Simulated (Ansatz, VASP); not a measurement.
## CaO in VASP and in Ansatz

```
Ca O
1.0
     0.00000    2.35373    2.35373
     2.35373    0.00000    2.35373
     2.35373    2.35373    0.00000
Ca O
1 1
Cartesian
  0.0000 0.0000 0.0000
  2.3537 2.3537 2.3537
```

Alike in both runs: functional LDA; k mesh 8 × 8 × 8; occupations gaussian, width 0.02 eV; no spin polarisation.

Ansatz relaxed the structure, and its values are those at the end. VASP's run is a single point on that final structure, the one shown.

|  | VASP | Ansatz |
| --- | --- | --- |
| version | VASP 6.6.1 | Ansatz 0.2.0 |
| potentials or method | VASP PAW LDA potentials, release 64 (Ca_sv, O), cutoff 600 eV | scalar-relativistic, plane waves, PAW |
| valence electrons in the cell | 16 | 16 |

|  | VASP | Ansatz | Ansatz less VASP |
| --- | --- | --- | --- |
| gap on the k mesh at the Fermi level (eV) | 3.42 | 3.45 | +0.029 |
| least direct gap on the mesh (eV) | 3.78 | 3.81 | +0.030 |
| pressure (GPa) | 0.9 | 0.0 | -0.89 |

Ansatz warns that its potentials were made for another functional, while VASP's fit it. LDA's correlation is that of Perdew and Zunger in VASP and of Perdew and Wang (1992) in Ansatz.
